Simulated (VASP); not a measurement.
Set up this calculation in VASP 6.6.1, as the native input.

* Task: single point
* Functional: BLYP
* Potentials or basis: VASP PAW PBE potentials, release 64 (Al)
* Cutoff: 520 eV
* k mesh: 17 × 17 × 12
* Occupations: fermi-dirac, width 0.1 eV
* Spin: no spin polarisation
* Dipole correction: no
* Further INCAR settings: ALGO = Normal; EDIFF = 1e-07; NBANDS = 10

The structure of Al lies in POSCAR:

```
Al
1.0
   -3.3238899678      2.8952834259      1.4135682676
    2.8952834259     -3.3238899678      1.4135682676
    2.5542294589      2.5542294589     -2.1985619341
Al
2
Direct
    0.9885491666      0.0114508334      0.0000000000
    0.7614508334      0.2385491666      0.5000000000
```

The input as run:

INCAR

```
PREC = Accurate
ENCUT = 520
EDIFF = 1E-7
ISMEAR = -1
SIGMA = 0.1
LREAL = F
LASPH = T
NELM = 60
ALGO = Normal
ISIF = 2
LWAVE = F
LCHARG = F
GGA = B5
ALDAX = 1.0
AGGAX = 1.0
AGGAC = 1.0
ALDAC = 0.0
NBANDS = 10
```

KPOINTS

```
Automatic mesh
0
Gamma
  17 17 12
```

Potentials or basis: VASP PAW PBE potentials, release 64 (Al).

Run with:

```sh
$ cat potpaw_PBE.64/Al/POTCAR > POTCAR
$ mpirun -np 1 vasp_std > vasp.out
```

Results of the run:

The pressure is -1.9 GPa and the largest force is 0.003 eV/Å. The band gap on the k mesh is zero (bands 3 and 4 overlap by 8.90 eV).

Caveat: the PAW data sets were made with another functional, which shifts forces and pressure a little.

Run time: 5.5 min on 1 thread of Intel(R) Xeon(R) Platinum 8488C (Sapphire Rapids), with other jobs on the host, peak memory 0.41 GiB.
